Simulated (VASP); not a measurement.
# CsSnI3 (Pm-3m) in VASP: a series of runs

The runs below take CsSnI3 through single point, with PBEsol.

Program: VASP 6.6.1. These are calculated values, not measurements. Logs are shortened: lines on timing, memory, paths and dates and some standing lists are left out, and cuts for length are marked.

## Step 1: The cell of the first run

Symmetry: Pm-3m, No. 221, cubic system. Conventional cell: a = 6.029 Å, b = 6.029 Å, c = 6.029 Å, α = 90.00°, β = 90.00°, γ = 90.00°. Within 5.6 Å of Cs (site symmetry m-3m) lie 12 I at 4.26 Å and 8 Sn at 5.22 Å. Within 4.0 Å of Sn (site symmetry m-3m) lie 6 I at 3.01 Å. I (site symmetry 4/mmm) has 2 Sn at 3.01 Å within 4.0 Å.

## Step 2: Single point, PBEsol

INCAR reads:

```
  PREC = Accurate
  ENCUT = 520
  EDIFF = 1E-7
  ISMEAR = 0
  SIGMA = 0.01
  LREAL = F
  LASPH = T
  NELM = 60
  ALGO = Normal
  ISIF = 2
  LWAVE = F
  LCHARG = F
  GGA = PS
  NBANDS = 30
```

KPOINTS reads:

```
regular mesh
0
Gamma
  6 6 6
```

POSCAR reads:

```
CsSnI3
1.0
    6.0288592544      0.0000000000      0.0000000000
    0.0000000000      6.0288592544      0.0000000000
    0.0000000000      0.0000000000      6.0288592544
Cs Sn I
1 1 3
Direct
    0.0000000000      0.0000000000      0.0000000000
    0.5000000000      0.5000000000      0.5000000000
    0.0000000000      0.5000000000      0.5000000000
    0.5000000000      0.0000000000      0.5000000000
    0.5000000000      0.5000000000      0.0000000000
```

Potentials or basis: VASP PAW PBE potentials, release 64 (Cs_sv, Sn_d, I).

On the command line:

```
$ cat potpaw_PBE.64/Cs_sv/POTCAR potpaw_PBE.64/Sn_d/POTCAR potpaw_PBE.64/I/POTCAR > POTCAR
$ mpirun -np 1 vasp_std > vasp.out
```

OUTCAR:

```text
PREC = Accurate
   ENCUT = 520
   EDIFF = 1E-7
   ISMEAR = 0
   LREAL = F
   LASPH = T
   NELM = 60
   ISIF = 2
   GGA = PS

 ion  position               nearest neighbor table
   1  0.000  0.000  0.000-
   2  0.500  0.500  0.500-   3 3.01   4 3.01   5 3.01   5 3.01   4 3.01   3 3.01
   3  0.000  0.500  0.500-   2 3.01   2 3.01
   4  0.500  0.000  0.500-   2 3.01   2 3.01
   5  0.500  0.500  0.000-   2 3.01   2 3.01

  LATTYP: Found a simple cubic cell.
 ALAT       =     6.0288592544

  Lattice vectors:

 A1 = (   6.0288592544,   0.0000000000,   0.0000000000)
 A2 = (   0.0000000000,   6.0288592544,   0.0000000000)
 A3 = (   0.0000000000,   0.0000000000,   6.0288592544)

Analysis of symmetry for initial positions (statically):
=====================================================================
 Subroutine PRICEL returns:
 Original cell was already a primitive cell.

 Routine SETGRP: Setting up the symmetry group for a
 simple cubic supercell.

 Subroutine GETGRP returns: Found 48 space group operations
 (whereof 48 operations were pure point group operations)
 out of a pool of 48 trial point group operations.

The static configuration has the point symmetry O_h .

Analysis of symmetry for dynamics (positions and initial velocities):
=====================================================================
 Subroutine PRICEL returns:
 Original cell was already a primitive cell.

 Routine SETGRP: Setting up the symmetry group for a
 simple cubic supercell.

 Subroutine GETGRP returns: Found 48 space group operations
 (whereof 48 operations were pure point group operations)
 out of a pool of 48 trial point group operations.

The dynamic configuration has the point symmetry O_h .

 Subroutine INISYM returns: Found 48 space group operations
 (whereof 48 operations are pure point group operations),
 and found     1 'primitive' translations

----------------------------------------------------------------------------------------

                                     Primitive cell

  volume of cell :     219.1318

  direct lattice vectors                    reciprocal lattice vectors
     6.028859254  0.000000000  0.000000000     0.165868858  0.000000000  0.000000000
     0.000000000  6.028859254  0.000000000     0.000000000  0.165868858  0.000000000
     0.000000000  0.000000000  6.028859254     0.000000000  0.000000000  0.165868858

  length of vectors
     6.028859254  6.028859254  6.028859254     0.165868858  0.165868858  0.165868858

  position of ions in fractional coordinates (direct lattice)
     0.000000000  0.000000000  0.000000000
     0.500000000  0.500000000  0.500000000
     0.000000000  0.500000000  0.500000000
     0.500000000  0.000000000  0.500000000
     0.500000000  0.500000000  0.000000000

  ion indices of the primitive-cell ions
   primitive index   ion index
                 1           1
                 2           2
                 3           3
                 4           4
                 5           5

----------------------------------------------------------------------------------------

 KPOINTS: regular mesh

Automatic generation of k-mesh.
 Grid dimensions read from file:
 generate k-points for:    6    6    6

 Generating k-lattice:

  Cartesian coordinates                     Fractional coordinates (reciprocal lattice)
     0.027644810  0.000000000  0.000000000     0.166666667  0.000000000  0.000000000
     0.000000000  0.027644810  0.000000000     0.000000000  0.166666667  0.000000000
     0.000000000  0.000000000  0.027644810     0.000000000  0.000000000  0.166666667

  Length of vectors
     0.027644810  0.027644810  0.027644810

  Shift w.r.t. Gamma in fractional coordinates (k-lattice)
     0.000000000  0.000000000  0.000000000

 Subroutine IBZKPT returns following result:
 ===========================================

 Found     20 irreducible k-points:

 Following reciprocal coordinates:
            Coordinates               Weight
  0.000000  0.000000  0.000000      1.000000
  0.166667  0.000000  0.000000      6.000000
  0.333333  0.000000  0.000000      6.000000
  0.500000  0.000000  0.000000      3.000000
  0.166667  0.166667  0.000000     12.000000
  0.333333  0.166667  0.000000     24.000000
[... 12 lines left out ...]
  0.500000  0.500000  0.333333      6.000000
  0.500000  0.500000  0.500000      1.000000
   k-points           NKPTS =     20   k-points in BZ     NKDIM =     20   number of bands    NBANDS=     30
   number of dos      NEDOS =    301   number of ions     NIONS =      5
   total plane-waves  NPLWV = 110592
   dimension x,y,z NGX =    48 NGY =   48 NGZ =   48
   dimension x,y,z NGXF=    96 NGYF=   96 NGZF=   96
   ions per type =               1   1   3
   NGX,Y,Z   is equivalent  to a cutoff of  13.24, 13.24, 13.24 a.u.
   NGXF,Y,Z  is equivalent  to a cutoff of  26.47, 26.47, 26.47 a.u.
 SYSTEM =  unknown system
   PREC   = accura    normal or accurate (medium, high low for compatibility)
   ISTART =      0    job   : 0-new  1-cont  2-samecut
   ICHARG =      2    charge: 1-file 2-atom 10-const
   ISPIN  =      1    spin polarized calculation?
   LNONCOLLINEAR =      F non collinear calculations
   LSORBIT =      F    spin-orbit coupling
   LASPH  =      T    aspherical Exc in radial PAW
   ENCUT  =  520.0 eV  38.22 Ry    6.18 a.u.  11.21 11.21 11.21*2*pi/ulx,y,z
   NELM   =     60;   NELMIN=  2; NELMDL= -5     # of ELM steps
   EDIFF  = 0.1E-06   stopping-criterion for ELM
   LREAL  =      F    real-space projection
   EDIFFG = 0.1E-05   stopping-criterion for IOM
   NSW    =      0    number of steps for IOM
   IBRION =     -1    ionic relax: 0-MD 1-quasi-New 2-CG
   NFREE  =      0    steps in history (QN), initial steepest desc. (CG)
   ISIF   =      2    stress and relaxation
   ISYM   =      2    0-nonsym 1-usesym 2-fastsym
   POTIM  = 0.5000    time-step for ionic-motion
   TEBEG  =    0.0;   TEEND  =   0.0 temperature during run
   PSTRESS=    0.0 pullay stress
   NELECT =      44.0000    total number of electrons
   NUPDOWN=      -1.0000    fix difference up-down
   EMIN   =  10.00;   EMAX   =-10.00  energy-range for DOS
   EFERMI =   0.00;   METHOD = LEGACY
   ISMEAR =     0;   SIGMA  =   0.01  broadening in eV -4-tet -1-fermi 0-gaus
   EFERMI_NEDOS =   21; number of points for ismear=-14 and -15
   IALGO  =     38    algorithm
   IMIX   =      4    mixing-type and parameters
     AMIX     =   0.40;   BMIX     =  1.00
     AMIX_MAG =   1.60;   BMIX_MAG =  1.00
  volume/ion in A,a.u.               =      43.83       295.75
  Fermi-wavevector in a.u.,A,eV,Ry     =   0.958644  1.811574 12.503725  0.918998
  Thomas-Fermi vector in A             =   2.087769
   LORBIT       =      0    0 simple, 1 ext, 2 COOP (PROOUT), +10 PAW based schemes
   GGA     = PS    functional components
   LHFCALC =     F    Hartree Fock is set to
   AEXX    =    0.0000 exact exchange contribution
   IVDW    =     0    specifies the selected vdW correction
   LEPSILON=     F    determine dielectric tensor
   LRPA    =     F    only Hartree local field effects (RPA)
 non-spin polarized calculation
 Gauss-broadening in eV      SIGMA  =   0.01
  energy-cutoff  :      520.00
  volume of cell :      219.13
 maximum number of plane-waves:      5932
 NGX is ok and might be reduce to    48
   NGX = 23   NGY = 23   NGZ = 23

 number of electron      44.0000011 magnetization

 Free energy of the ion-electron system (eV)
  ---------------------------------------------------
  ext. energy  EPLUGINS =         0.00000000
  ---------------------------------------------------
  free energy    TOTEN  =       -15.04018592 eV

  energy without entropy =      -15.04011450  energy(sigma->0) =      -15.04015021

 E-fermi :   3.7714     XC(G=0):  -8.0618

 val. band max:        3.2099424694   @ k =   0.5000   0.5000   0.3333
 cond. band min:       3.7744347497   @ k =   0.5000   0.5000   0.5000
 fundamental gap:      0.5644922803
 Fermi energy:         3.7713890479

 k-point     1 :       0.0000    0.0000    0.0000
  band No.  band energies     occupation
      1     -18.7703      2.00000
      2     -18.4321      2.00000
      3     -18.4321      2.00000
      4     -18.3963      2.00000
      5     -18.3963      2.00000
      6     -18.3963      2.00000
[... 22 lines left out ...]
     29       8.7033      0.00000
     30       8.7033      0.00000

 k-point     2 :       0.1667    0.0000    0.0000
  band No.  band energies     occupation
      1     -18.7701      2.00000
      2     -18.4321      2.00000
      3     -18.4315      2.00000
      4     -18.3963      2.00000
      5     -18.3963      2.00000
      6     -18.3963      2.00000
[... 22 lines left out ...]
     29       7.5889      0.00000
     30       8.5614      0.00000

 k-point     3 :       0.3333    0.0000    0.0000
  band No.  band energies     occupation
      1     -18.7697      2.00000
      2     -18.4322      2.00000
      3     -18.4301      2.00000
      4     -18.3965      2.00000
      5     -18.3965      2.00000
      6     -18.3963      2.00000
[... 22 lines left out ...]
     29       7.6740      0.00000
     30       8.1509      0.00000

 k-point     4 :       0.5000    0.0000    0.0000
  band No.  band energies     occupation
      1     -18.7695      2.00000
      2     -18.4322      2.00000
      3     -18.4294      2.00000
      4     -18.3966      2.00000
      5     -18.3966      2.00000
      6     -18.3963      2.00000
[... 22 lines left out ...]
     29       8.2014      0.00000
     30       8.2014      0.00000

 k-point     5 :       0.1667    0.1667    0.0000
  band No.  band energies     occupation
      1     -18.7699      2.00000
      2     -18.4318      2.00000
      3     -18.4311      2.00000
      4     -18.3964      2.00000
      5     -18.3963      2.00000
      6     -18.3963      2.00000
[... 22 lines left out ...]
     29       7.4076      0.00000
     30       7.7543      0.00000
[... 394 lines left out ...]
     29       7.8500      0.00000
     30       8.5629      0.00000

 k-point    18 :       0.5000    0.3333    0.3333
  band No.  band energies     occupation
      1     -18.7686      2.00000
      2     -18.4290      2.00000
      3     -18.4283      2.00000
      4     -18.3968      2.00000
      5     -18.3968      2.00000
      6     -18.3967      2.00000
[... 22 lines left out ...]
     29       7.6890      0.00000
     30       8.2756      0.00000

 k-point    19 :       0.5000    0.5000    0.3333
  band No.  band energies     occupation
      1     -18.7684      2.00000
      2     -18.4287      2.00000
      3     -18.4280      2.00000
      4     -18.3969      2.00000
      5     -18.3968      2.00000
      6     -18.3968      2.00000
[... 22 lines left out ...]
     29       7.5352      0.00000
     30       8.4544      0.00000

 k-point    20 :       0.5000    0.5000    0.5000
  band No.  band energies     occupation
      1     -18.7683      2.00000
      2     -18.4280      2.00000
      3     -18.4280      2.00000
      4     -18.3969      2.00000
      5     -18.3969      2.00000
      6     -18.3969      2.00000
[... 22 lines left out ...]
     29       7.3475      0.00000
     30       8.6647      0.00000

------------------------ aborting loop because EDIFF is reached ----------------------------------------

  FORCE on cell =-STRESS in cart. coord.  units (eV):
  Direction    XX          YY          ZZ          XY          YZ          ZX
  --------------------------------------------------------------------------------------
  -------------------------------------------------------------------------------------
  Total        1.4666236      1.4666236      1.4666236     -0.0000000      0.0000000     -0.0000000
  in kB       10.7231855     10.7231855     10.7231855     -0.0000000      0.0000000     -0.0000000
  external PRESSURE =      10.7231855 kB  Pullay stress =       0.0000000 kB

 VOLUME and BASIS-vectors are now :
 -----------------------------------------------------------------------------
  energy-cutoff  :      520.00
  volume of cell :      219.13
      direct lattice vectors                 reciprocal lattice vectors
     6.028859254  0.000000000  0.000000000     0.165868858  0.000000000  0.000000000
     0.000000000  6.028859254  0.000000000     0.000000000  0.165868858  0.000000000
     0.000000000  0.000000000  6.028859254     0.000000000  0.000000000  0.165868858

 POSITION                                       TOTAL-FORCE (eV/Angst)
 -----------------------------------------------------------------------------------
      0.00000      0.00000      0.00000         0.000000      0.000000      0.000000
      3.01443      3.01443      3.01443         0.000000      0.000000      0.000000
      0.00000      3.01443      3.01443         0.000000      0.000000      0.000000
      3.01443      0.00000      3.01443         0.000000      0.000000      0.000000
      3.01443      3.01443      0.00000         0.000000      0.000000      0.000000
 -----------------------------------------------------------------------------------
    total drift:                                0.000000     -0.000000     -0.000000

  FREE ENERGIE OF THE ION-ELECTRON SYSTEM (eV)
  ---------------------------------------------------
  free  energy   TOTEN  =       -15.0401859170 eV

  energy  without entropy=      -15.0401144993  energy(sigma->0) =      -15.04015021
```

Wall time 92 s (1 thread of Intel Xeon 6975P-C (Granite Rapids), shared host); peak memory 0.39 GiB.

Results:

```yaml
Free_energy: -15.0402 eV
Pressure: 1.1 GPa
Band_gap_on_the_k_mesh: zero (filled and empty bands touch)
```

Caveat: the PAW data sets were made with another functional, which shifts forces and pressure a little; spin-orbit coupling is left out, which moves the levels of the heavy elements.

## Step 3: Single point, PBEsol

This run uses another cell than the first one, of 29.02 Å³/atom.

INCAR reads:

```
PREC = Accurate ; ENCUT = 520
EDIFF = 1E-6 ; ISMEAR = 0
SIGMA = 0.1 ; LREAL = F
LASPH = T ; NELM = 100
ALGO = Normal ; ISIF = 2
LWAVE = F ; LCHARG = F
GGA = PS ; NBANDS = 30
```

KPOINTS reads:

```
regular mesh
0
Gamma
  8 8 8
```

POSCAR: that of step 2 with these lines changed.

```diff
@@ -2,5 +2,5 @@
 1.0
-    6.0288592544      0.0000000000      0.0000000000
-    0.0000000000      6.0288592544      0.0000000000
-    0.0000000000      0.0000000000      6.0288592544
+    5.2550610471      0.0000000000      0.0000000000
+    0.0000000000      5.2550610471      0.0000000000
+    0.0000000000      0.0000000000      5.2550610471
 Cs Sn I
```

Potentials or basis: VASP PAW PBE potentials, release 64 (Cs_sv, Sn_d, I).

On the command line:

```
$ cat potpaw_PBE.64/Cs_sv/POTCAR potpaw_PBE.64/Sn_d/POTCAR potpaw_PBE.64/I/POTCAR > POTCAR
$ mpirun -np 1 vasp_std > vasp.out
```

Wall time 63 s (1 thread of Intel Xeon 6975P-C (Granite Rapids), shared host); peak memory 0.33 GiB.

Results (log left out):

```yaml
Free_energy: -10.7833 eV
Pressure: 25.2 GPa
Band_gap_on_the_k_mesh: zero (bands 22 and 23 overlap by 0.56 eV)
```

Levels at points of the mesh, in eV from the Fermi level:
```
           k point  band 18  band 19  band 20  band 21  band 22  band 23  band 24  band 25  band 26  band 27
(0.00, 0.00, 0.00)    -4.30    -4.30    -3.53    -3.53    -3.53     0.81     0.81     1.10     1.10     1.10
(0.50, 0.00, 0.00)    -4.70    -4.70    -4.16    -4.16    -1.16     0.41     2.27     2.29     3.01     3.38
(0.50, 0.50, 0.00)    -4.71    -4.71    -3.80    -2.85     0.21     0.32     0.32     2.85     4.31     4.36
(0.50, 0.50, 0.50)    -3.76    -2.77    -2.77    -2.77    -0.31    -0.31    -0.31     1.47     2.30     2.64
```

Caveat: the cell stands under pressure; the PAW data sets were made with another functional, which shifts forces and pressure a little; spin-orbit coupling is left out, which moves the levels of the heavy elements.

## Step 4: Single point, PBEsol

This run uses another cell than the first one, of 33.69 Å³/atom.

INCAR reads:

```
SYSTEM = CsSnI3
ALGO = Normal ; EDIFF = 1E-7
ENCUT = 520 ; GGA = PS
ISIF = 2 ; ISMEAR = 0
LASPH = .TRUE. ; LCHARG = .FALSE.
LREAL = .FALSE. ; LWAVE = .FALSE.
NBANDS = 30 ; NELM = 60
PREC = Accurate ; SIGMA = 0.1
```

KPOINTS reads:

```
k-points
0
G
  6 6 6
  0 0 0
```

POSCAR: that of step 3 with these lines changed.

```diff
@@ -2,5 +2,5 @@
 1.0
-    5.2550610471      0.0000000000      0.0000000000
-    0.0000000000      5.2550610471      0.0000000000
-    0.0000000000      0.0000000000      5.2550610471
+    5.5228677997      0.0000000000      0.0000000000
+    0.0000000000      5.5228677997      0.0000000000
+    0.0000000000      0.0000000000      5.5228677997
 Cs Sn I
```

Potentials or basis: VASP PAW PBE potentials, release 64 (Cs_sv, Sn_d, I).

On the command line:

```
$ cat potpaw_PBE.64/Cs_sv/POTCAR potpaw_PBE.64/Sn_d/POTCAR potpaw_PBE.64/I/POTCAR > POTCAR
$ mpirun -np 1 vasp_std > vasp.out
```

OUTCAR:

```text
SYSTEM = CsSnI3
   EDIFF = 1E-7
   ENCUT = 520
   GGA = PS
   ISIF = 2
   ISMEAR = 0
   LASPH = .TRUE.
   LREAL = .FALSE.
   NELM = 60
   PREC = Accurate

 ion  position               nearest neighbor table
   1  0.000  0.000  0.000-
   2  0.500  0.500  0.500-   3 2.76   4 2.76   5 2.76   5 2.76   4 2.76   3 2.76
   3  0.000  0.500  0.500-   2 2.76   2 2.76
   4  0.500  0.000  0.500-   2 2.76   2 2.76
[... 856 lines left out ...]
  FORCE on cell =-STRESS in cart. coord.  units (eV):
  Direction    XX          YY          ZZ          XY          YZ          ZX
  --------------------------------------------------------------------------------------
  -------------------------------------------------------------------------------------
  Total       12.6386852     12.6386852     12.6386852      0.0000000      0.0000000      0.0000000
  in kB      120.2038938    120.2038938    120.2038938      0.0000000      0.0000000      0.0000000
  external PRESSURE =     120.2038938 kB  Pullay stress =       0.0000000 kB

 VOLUME and BASIS-vectors are now :
 -----------------------------------------------------------------------------
  energy-cutoff  :      520.00
  volume of cell :      168.46
      direct lattice vectors                 reciprocal lattice vectors
     5.522867800  0.000000000  0.000000000     0.181065352  0.000000000  0.000000000
     0.000000000  5.522867800  0.000000000     0.000000000  0.181065352  0.000000000
     0.000000000  0.000000000  5.522867800     0.000000000  0.000000000  0.181065352

 POSITION                                       TOTAL-FORCE (eV/Angst)
 -----------------------------------------------------------------------------------
      0.00000      0.00000      0.00000         0.000000      0.000000      0.000000
      2.76143      2.76143      2.76143         0.000000      0.000000      0.000000
      0.00000      2.76143      2.76143         0.000000      0.000000      0.000000
      2.76143      0.00000      2.76143         0.000000      0.000000      0.000000
      2.76143      2.76143      0.00000         0.000000      0.000000      0.000000
 -----------------------------------------------------------------------------------
    total drift:                                0.000000     -0.000000     -0.000000

  FREE ENERGIE OF THE ION-ELECTRON SYSTEM (eV)
  ---------------------------------------------------
  free  energy   TOTEN  =       -13.3304437351 eV

  energy  without entropy=      -13.3246336473  energy(sigma->0) =      -13.32753869
```

It took 47 s on 1 thread of Intel Xeon 6975P-C (Granite Rapids), shared host; peak memory 0.31 GiB.

What came out:

* Free energy: -13.3304 eV
* Pressure: 12.0 GPa
* Band gap on the k mesh: zero (bands 22 and 23 overlap by 0.17 eV)

Caveat: the cell stands under pressure; the PAW data sets were made with another functional, which shifts forces and pressure a little; spin-orbit coupling is left out, which moves the levels of the heavy elements.

(Part 1 of 2 ends here.)
